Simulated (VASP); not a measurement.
Here is a VASP 6.6.1 calculation.

Contents of INCAR:

```
ALGO = Fast
EDIFF = 1E-6
ENCUT = 520
GGA = PE
ISIF = 2
ISMEAR = 0
LASPH = T
LCHARG = T
LELF = T
LREAL = F
LVHAR = T
LWAVE = F
NBANDS = 62
NELM = 80
PREC = Accurate
SIGMA = 0.1
```

The input KPOINTS:

```
k-points
0
Gamma
  8 8 8
```

The input POSCAR:

```
V
1.0
   -3.1409895545      3.1409895545      3.1409895545
    3.1409895545     -3.1409895545      3.1409895545
    3.1409895545      3.1409895545     -3.1409895545
V
8
Direct
    0.2500000000      0.2500000000      0.2500000000
    0.5000000000      0.0000000000      0.2500000000
    0.2500000000      0.5000000000      0.0000000000
    0.0000000000      0.2500000000      0.5000000000
    0.7500000000      0.7500000000      0.7500000000
    0.5000000000      0.0000000000      0.7500000000
    0.7500000000      0.5000000000      0.0000000000
    0.0000000000      0.7500000000      0.5000000000
```

Potentials or basis: VASP PAW PBE potentials, release 64 (V_sv).

Run with:

```sh
$ cat potpaw_PBE.64/V_sv/POTCAR > POTCAR
$ mpirun -np 1 vasp_std > vasp.out
```

Question: Estimate the pressure.

Answer: 0.5 GPa.

Question: Estimate the band gap on the k mesh.

Answer: Zero (bands 52 and 53 overlap by 0.55 eV).
